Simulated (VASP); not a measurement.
Here is a VASP 6.6.1 calculation.

Contents of INCAR:

```
SYSTEM = Ti
  PREC = Accurate
  ENCUT = 500
  EDIFF = 1E-6
  ISMEAR = 1
  SIGMA = 0.02
  LREAL = .FALSE.
  LASPH = .TRUE.
  NELM = 120
  ALGO = Normal
  ISIF = 2
  LWAVE = .FALSE.
  LCHARG = .TRUE.
  GGA = PE
  LELF = .TRUE.
  LVHAR = .TRUE.
  NBANDS = 12
  GGA_COMPAT = .FALSE.
```

Contents of KPOINTS:

```
regular mesh
0
G
  10 10 10
  0 0 0
```

File POSCAR:

```
Ti
1.0
    0.0000000000      2.0300000000      2.0300000000
    2.0300000000      0.0000000000      2.0300000000
    2.0300000000      2.0300000000      0.0000000000
Ti
1
Direct
    0.0000000000      0.0000000000      0.0000000000
```

Potentials or basis: VASP PAW PBE potentials, release 64 (Ti_sv).

Launch:

```bash
$ cat potpaw_PBE.64/Ti_sv/POTCAR > POTCAR
$ mpirun -np 1 vasp_std > vasp.out
```

Task: Predict the band gap on the k mesh.

Result: Zero (bands 6 and 7 overlap by 1.17 eV).

Task: What does it give for the pressure?

Result: 3.8 GPa.

Caveat: the cell stands under pressure.
